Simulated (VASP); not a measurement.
# ReF (P-6m2) in VASP: relaxation of cell and atoms with PBE

Aim: the relaxation of cell and atoms of ReF with PBE.

All numbers are computed with VASP 6.6.1; they aren't measurements. Logs are shortened: lines on timing, memory, paths and dates and some standing lists are left out, and cuts for length are marked.

### 1 The cell of the first run

The structure is hexagonal, space group P-6m2 (No. 187). The conventional cell has a = 2.989 Å, b = 2.989 Å, c = 2.915 Å, α = 90.00°, β = 90.00°, γ = 120.00°. Re (site symmetry -6m2) has 6 F at 2.26 Å and 8 Re at 2.92 to 2.99 Å within 3.0 Å. F (site symmetry -6m2) has 6 Re at 2.26 Å and 8 F at 2.92 to 2.99 Å within 3.0 Å.

### 2 Relaxation of cell and atoms, PBE, collinear spin

INCAR

```
PREC = Accurate ; ENCUT = 700
EDIFF = 1E-7 ; ISMEAR = 0
SIGMA = 0.1 ; LREAL = False
LASPH = True ; NELM = 200
ALGO = Normal ; ISIF = 3
LWAVE = False ; LCHARG = False
ISPIN = 2 ; MAGMOM = 0.12 0
LORBIT = 11 ; LMAXMIX = 4
GGA = PE ; IBRION = 2
NSW = 90 ; EDIFFG = -0.04
GGA_COMPAT = False ; NELMIN = 4
```

KPOINTS

```
Automatic mesh
0
Gamma
  6 6 6
```

POSCAR

```
ReF
1.0
    2.9888206243      0.0000000000      0.0000000000
   -1.4944103121      2.5883945880      0.0000000000
    0.0000000000      0.0000000000      2.9151419962
Re F
1 1
Direct
    0.0000000000      0.0000000000      0.0000000000
    0.6666666667      0.3333333333      0.5000000000
```

Potentials or basis: VASP PAW PBE potentials, release 64 (Re_sv_GW, F).

Run with:

```bash
$ cat potpaw_PBE.64/Re_sv_GW/POTCAR potpaw_PBE.64/F/POTCAR > POTCAR
$ mpirun -np 1 vasp_std > vasp.out
```

OUTCAR:

```text
PREC = Accurate
   ENCUT = 700
   EDIFF = 1E-7
   ISMEAR = 0
   LREAL = False
   LASPH = True
   NELM = 200
   ISIF = 3
   ISPIN = 2
   LORBIT = 11
   GGA = PE
   IBRION = 2
   NSW = 90
   EDIFFG = -0.04
   NELMIN = 4

 ion  position               nearest neighbor table
   1  0.000  0.000  0.000-   2 2.26   2 2.26   2 2.26   2 2.26   2 2.26   2 2.26
   2  0.667  0.333  0.500-   1 2.26   1 2.26   1 2.26   1 2.26   1 2.26   1 2.26

  LATTYP: Found a hexagonal cell.
 ALAT       =     2.9888206243
 C/A-ratio  =     0.9753485949

  Lattice vectors:

 A1 = (   2.9888206243,   0.0000000000,   0.0000000000)
 A2 = (  -1.4944103121,   2.5883945880,   0.0000000000)
 A3 = (   0.0000000000,   0.0000000000,   2.9151419962)

Analysis of symmetry for initial positions (statically):
=====================================================================
 Subroutine PRICEL returns:
 Original cell was already a primitive cell.

 Routine SETGRP: Setting up the symmetry group for a
 hexagonal supercell.

 Subroutine GETGRP returns: Found 12 space group operations
 (whereof 12 operations were pure point group operations)
 out of a pool of 24 trial point group operations.

The static configuration has the point symmetry D_3h.

Analysis of symmetry for dynamics (positions and initial velocities):
=====================================================================
 Subroutine PRICEL returns:
 Original cell was already a primitive cell.

 Routine SETGRP: Setting up the symmetry group for a
 hexagonal supercell.

 Subroutine GETGRP returns: Found 12 space group operations
 (whereof 12 operations were pure point group operations)
 out of a pool of 24 trial point group operations.

The dynamic configuration has the point symmetry D_3h.

Analysis of structural, dynamic, and magnetic symmetry:
=====================================================================
 Subroutine PRICEL returns:
 Original cell was already a primitive cell.

 Routine SETGRP: Setting up the symmetry group for a
 hexagonal supercell.

 Subroutine GETGRP returns: Found 12 space group operations
 (whereof 12 operations were pure point group operations)
 out of a pool of 24 trial point group operations.

The overall configuration has the point symmetry D_3h.

 Subroutine INISYM returns: Found 12 space group operations
 (whereof 12 operations are pure point group operations),
 and found     1 'primitive' translations

----------------------------------------------------------------------------------------

                                     Primitive cell

  volume of cell :      22.5523

  direct lattice vectors                    reciprocal lattice vectors
     2.988820624  0.000000000  0.000000000     0.334580132  0.193169929  0.000000000
    -1.494410312  2.588394588  0.000000000     0.000000000  0.386339859  0.000000000
     0.000000000  0.000000000  2.915141996     0.000000000  0.000000000  0.343036463

  length of vectors
     2.988820624  2.988820624  2.915141996     0.386339859  0.386339859  0.343036463

  position of ions in fractional coordinates (direct lattice)
     0.000000000  0.000000000  0.000000000
     0.666666667  0.333333333  0.500000000

  ion indices of the primitive-cell ions
   primitive index   ion index
                 1           1
                 2           2

----------------------------------------------------------------------------------------

 KPOINTS: Automatic mesh

Automatic generation of k-mesh.
 Grid dimensions read from file:
 generate k-points for:    6    6    6

 Generating k-lattice:

  Cartesian coordinates                     Fractional coordinates (reciprocal lattice)
     0.055763355  0.032194988  0.000000000     0.166666667  0.000000000  0.000000000
     0.000000000  0.064389976  0.000000000     0.000000000  0.166666667  0.000000000
     0.000000000  0.000000000  0.057172744     0.000000000  0.000000000  0.166666667

  Length of vectors
     0.064389976  0.064389976  0.057172744

  Shift w.r.t. Gamma in fractional coordinates (k-lattice)
     0.000000000  0.000000000  0.000000000

 Subroutine IBZKPT returns following result:
 ===========================================

 Found     28 irreducible k-points:

 Following reciprocal coordinates:
            Coordinates               Weight
  0.000000  0.000000  0.000000      1.000000
  0.166667  0.000000  0.000000      6.000000
  0.333333  0.000000  0.000000      6.000000
  0.500000  0.000000  0.000000      3.000000
  0.166667  0.166667  0.000000      6.000000
  0.333333  0.166667  0.000000     12.000000
[... 16 lines left out ...]
  0.166667  0.000000  0.500000      6.000000
  0.333333  0.000000  0.500000      6.000000
 [... further k-points ...]
   k-points           NKPTS =     28   k-points in BZ     NKDIM =     28   number of bands    NBANDS=     15
   number of dos      NEDOS =    301   number of ions     NIONS =      2
   total plane-waves  NPLWV =  21952
   dimension x,y,z NGX =    28 NGY =   28 NGZ =   28
   dimension x,y,z NGXF=    56 NGYF=   56 NGZF=   56
   ions per type =               1   1
   NGX,Y,Z   is equivalent  to a cutoff of  15.57, 15.57, 15.97 a.u.
   NGXF,Y,Z  is equivalent  to a cutoff of  31.15, 31.15, 31.94 a.u.
 SYSTEM =  unknown system
   PREC   = accura    normal or accurate (medium, high low for compatibility)
   ISTART =      0    job   : 0-new  1-cont  2-samecut
   ICHARG =      2    charge: 1-file 2-atom 10-const
   ISPIN  =      2    spin polarized calculation?
   LNONCOLLINEAR =      F non collinear calculations
   LSORBIT =      F    spin-orbit coupling
   LASPH  =      T    aspherical Exc in radial PAW
   ENCUT  =  700.0 eV  51.45 Ry    7.17 a.u.   6.45  6.45  6.29*2*pi/ulx,y,z
   NELM   =    200;   NELMIN=  4; NELMDL= -5     # of ELM steps
   EDIFF  = 0.1E-06   stopping-criterion for ELM
   LREAL  =      F    real-space projection
   EDIFFG = -.4E-01   stopping-criterion for IOM
   NSW    =     90    number of steps for IOM
   IBRION =      2    ionic relax: 0-MD 1-quasi-New 2-CG
   NFREE  =      1    steps in history (QN), initial steepest desc. (CG)
   ISIF   =      3    stress and relaxation
   ISYM   =      2    0-nonsym 1-usesym 2-fastsym
   POTIM  = 0.5000    time-step for ionic-motion
   TEBEG  =    0.0;   TEEND  =   0.0 temperature during run
   PSTRESS=    0.0 pullay stress
   NELECT =      22.0000    total number of electrons
   NUPDOWN=      -1.0000    fix difference up-down
   EMIN   =  10.00;   EMAX   =-10.00  energy-range for DOS
   EFERMI =   0.00;   METHOD = LEGACY
   ISMEAR =     0;   SIGMA  =   0.10  broadening in eV -4-tet -1-fermi 0-gaus
   EFERMI_NEDOS =   21; number of points for ismear=-14 and -15
   IALGO  =     38    algorithm
   IMIX   =      4    mixing-type and parameters
     AMIX     =   0.40;   BMIX     =  1.00
     AMIX_MAG =   1.60;   BMIX_MAG =  1.00
  volume/ion in A,a.u.               =      11.28        76.10
  Fermi-wavevector in a.u.,A,eV,Ry     =   1.623625  3.068206 35.867105  2.636158
  Thomas-Fermi vector in A             =   2.717044
   LORBIT       =     11    0 simple, 1 ext, 2 COOP (PROOUT), +10 PAW based schemes
   GGA     = PE    functional components
   LHFCALC =     F    Hartree Fock is set to
   AEXX    =    0.0000 exact exchange contribution
   IVDW    =     0    specifies the selected vdW correction
   LEPSILON=     F    determine dielectric tensor
   LRPA    =     F    only Hartree local field effects (RPA)
 conjugate gradient relaxation of ions
 spin polarized calculation
 Gauss-broadening in eV      SIGMA  =   0.10
  energy-cutoff  :      700.00
  volume of cell :       22.55
 maximum number of plane-waves:       960
 NGX is ok and might be reduce to    28
   NGX = 13   NGY = 13   NGZ = 13

--------------------------------------- Ionic step        1  -------------------------------------------

 number of electron      21.9999998 magnetization      -0.0025983

 number of electron      21.9999998 magnetization       0.0002931

 Free energy of the ion-electron system (eV)
  ---------------------------------------------------
  ext. energy  EPLUGINS =         0.00000000
  ---------------------------------------------------
  free energy    TOTEN  =       -12.90529226 eV

  energy without entropy =      -12.88810426  energy(sigma->0) =      -12.89669826

 E-fermi :  11.5250     XC(G=0): -13.3373

 val. band max:       11.5245856040   @ k =   0.3333   0.0000   0.0000
 cond. band min:      11.5251692118   @ k =   0.1667   0.1667   0.1667
 fundamental gap:      0.0005836079
 Fermi energy:        11.5250258433

 spin component 1

 k-point     1 :       0.0000    0.0000    0.0000
  band No.  band energies     occupation
      1     -69.3586      1.00000
      2     -31.2221      1.00000
      3     -30.9513      1.00000
      4     -30.9513      1.00000
      5     -16.5653      1.00000
      6       2.4523      1.00000
      7       2.4523      1.00000
      8       2.6891      1.00000
      9       5.9042      1.00000
     10       7.4402      1.00000
     11      10.7415      1.00000
     12      10.7415      1.00000
[... 956 lines left out ...]
  FREE ENERGIE OF THE ION-ELECTRON SYSTEM (eV)
  ---------------------------------------------------
  free  energy   TOTEN  =       -13.4274202338 eV

  energy  without entropy=      -13.4113881339  energy(sigma->0) =      -13.41940418

[... ionic steps 4 to 7 ...]

--------------------------------------- Ionic step        8  -------------------------------------------

 number of electron      21.9999988 magnetization      -0.0031426

------------------------ aborting loop because EDIFF is reached ----------------------------------------
[... 67 lines left out ...]
--------------------------------------- Ionic step       10  -------------------------------------------

 number of electron      21.9999989 magnetization       0.0019280

 Free energy of the ion-electron system (eV)
  ---------------------------------------------------
  ext. energy  EPLUGINS =         0.00000000
  ---------------------------------------------------
  free energy    TOTEN  =       -15.16204771 eV

  energy without entropy =      -15.14325749  energy(sigma->0) =      -15.15265260

 E-fermi :   8.5837     XC(G=0): -12.5769

 val. band max:        8.5764560085   @ k =   0.3333   0.0000   0.1667
 cond. band min:       8.5930447693   @ k =   0.1667   0.0000   0.0000
 fundamental gap:      0.0165887608
 Fermi energy:         8.5836546264

 spin component 1

 k-point     1 :       0.0000    0.0000    0.0000
  band No.  band energies     occupation
      1     -71.7719      1.00000
      2     -33.9701      1.00000
      3     -32.7925      1.00000
      4     -32.7925      1.00000
      5     -16.0433      1.00000
      6       1.4620      1.00000
      7       1.7151      1.00000
      8       4.4024      1.00000
      9       4.4024      1.00000
     10       7.4006      1.00000
     11       7.5238      1.00000
     12       7.5238      1.00000
[... 882 lines left out ...]
  FREE ENERGIE OF THE ION-ELECTRON SYSTEM (eV)
  ---------------------------------------------------
  free  energy   TOTEN  =       -15.1620477060 eV

  energy  without entropy=      -15.1432574875  energy(sigma->0) =      -15.15265260

 reached required accuracy - stopping structural energy minimisation

 total charge

# of ion       s       p       d       f       tot
--------------------------------------------------
    1        3.357   6.023   4.096   0.056  13.532
    2        1.775   4.239   0.000   0.000   6.014
--------------------------------------------------
tot          5.132  10.262   4.096   0.056  19.546

 magnetization (x)

# of ion       s       p       d       f       tot
--------------------------------------------------
    1        0.000   0.000   0.002   0.000   0.002
    2        0.000   0.000   0.000   0.000   0.000
--------------------------------------------------
tot          0.000   0.000   0.002   0.000   0.002
```

Run time: 6 min. Hardware: 1 thread of Intel Xeon Platinum 8375C at 2.90GHz (Ice Lake), shared host; peak memory 0.21 GiB.

Results:

| Quantity | Value |
| --- | --- |
| Free energy | -15.1620 eV |
| Relaxed volume | 12.53 Å³/atom |
| Relaxed cell | a = 2.660 Å, b = 2.660 Å, c = 4.089 Å, α = 90.00°, β = 90.00°, γ = 120.00° |
| Space group after relaxing (to 0.1 Å) | P-6m2 (No. 187) |
| Energy gained by relaxing | 1128.4 meV/atom |
| Ionic steps | 10 |
| Pressure after relaxing | 0.0 GPa |
| Band gap on the k mesh | zero (filled and empty bands overlap) |
| Net moment | 0.00 μB per cell |
| Valence electrons inside the program's atomic spheres | Re 13.53; F 6.01 |

The path:
| step | energy change (eV) | largest force (eV/Å) | pressure (GPa) | volume (Å³) |
| --- | --- | --- | --- | --- |
| 1 | 0.0000 | 0.0000 | 37.06 | 22.55 |
| 2 | -0.1410 | 0.0000 | -24.36 | 32.05 |
| 3 | -0.5221 | 0.0000 | -6.46 | 27.00 |
| 4 | -1.0560 | 0.0000 | -9.49 | 26.74 |
| 5 | -2.1051 | 0.0000 | 8.46 | 24.53 |
| 6 | -2.1375 | 0.0000 | -6.72 | 25.69 |
| 7 | -2.2541 | 0.0000 | -1.81 | 25.23 |
| 8 | -2.2565 | 0.0000 | -0.85 | 25.16 |
| 9 | -2.2553 | 0.0000 | 1.97 | 24.84 |
| 10 | -2.2568 | 0.0000 | 0.01 | 25.06 |

Final structure:
```
Re F
1.0
     2.66015    0.00000    0.00000
    -1.33008    2.30376    0.00000
     0.00000    0.00000    4.08911
Re F
1 1
Direct
  0.00000 0.00000 0.00000
  0.66667 0.33333 0.50000
```

Caveat: the k points lie up to 0.45 Å⁻¹ apart in the final cell, too coarse for converged energies and pressures of a metal; a cell axis changed by over 15 % at a fixed basis, so the end point is rough; spin-orbit coupling is left out, which moves the levels of the heavy elements.
